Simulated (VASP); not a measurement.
The system is Ti.

```
CELL_PARAMETERS angstrom
0.00000 2.03000 2.03000
2.03000 0.00000 2.03000
2.03000 2.03000 0.00000
ATOMIC_POSITIONS crystal
Ti 0.00000 0.00000 0.00000
```

This isn't the form of Ti at room conditions, which is hcp.

```yaml
Program: VASP 6.6.1
Task: relaxation of cell and atoms
Functional: PBE
Potentials_or_basis: VASP PAW PBE potentials, release 64 (Ti_sv)
Cutoff: 600 eV
k_mesh: 11 × 11 × 11
Occupations: fermi-dirac, width 0.05 eV
Spin: no spin polarisation
```

At the start: pressure 3.9 GPa; volume 16.73 Å³/atom.

**Question.** Where does the relaxation end?

**Answer.** Over 3 steps the energy falls by 6.9 meV/atom and the volume is 17.32 Å³/atom (+3.5 %); space group Fm-3m (No. 225, to 0.1 Å) before and after.

Step by step:
| step | energy change (eV) | largest force (eV/Å) | pressure (GPa) | volume (Å³) |
| --- | --- | --- | --- | --- |
| 1 | 0.0000 | 0.0000 | 3.86 | 16.73 |
| 2 | -0.0038 | 0.0000 | -2.36 | 17.72 |
| 3 | -0.0069 | 0.0000 | -0.01 | 17.32 |

Final structure:
```xyz
1
Lattice="0.0000 2.0535 2.0535 2.0535 0.0000 2.0535 2.0535 2.0535 0.0000" Properties=species:S:1:pos:R:3 pbc="T T T"
Ti    0.0000    0.0000    0.0000
```
